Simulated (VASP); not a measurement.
PbSe (Clausthalite), 2 atoms in the cell. It takes space group Fm-3m (No. 225, cubic). The conventional cell has a = 6.162 Å, b = 6.162 Å, c = 6.162 Å, α = 90.00°, β = 90.00°, γ = 90.00°. Within 4.1 Å of Pb (site symmetry m-3m) lie 6 Se at 3.08 Å. Within 4.1 Å of Se (site symmetry m-3m) lie 6 Pb at 3.08 Å.  This cell differs from its parent crystal: volume scaled by 1.02.

- Program: VASP 6.6.1
- Task: single point
- Functional: LDA
- Potentials or basis: VASP PAW LDA potentials, release 64 (Pb_d, Se)
- Cutoff: 520 eV
- k mesh: 8 × 8 × 8
- Occupations: fermi-dirac, width 0.05 eV
- Spin: no spin polarisation
- Dipole correction: no
- Further INCAR settings: ALGO = Normal; EDIFF = 1e-07; NBANDS = 17

Potentials or basis: VASP PAW LDA potentials, release 64 (Pb_d, Se).

Command:

```sh
$ cat potpaw_LDA.64/Pb_d/POTCAR potpaw_LDA.64/Se/POTCAR > POTCAR
$ mpirun -np 1 vasp_std > vasp.out
```

Hardware: 1 thread of Intel Xeon 6975P-C (shared host).

Task: Estimate the wall time of this run.

Result: Wall time 17 s on 1 thread of Intel Xeon 6975P-C, with other jobs on the host, peak memory 0.17 GiB. Counts: scf iterations 13, k points 29.
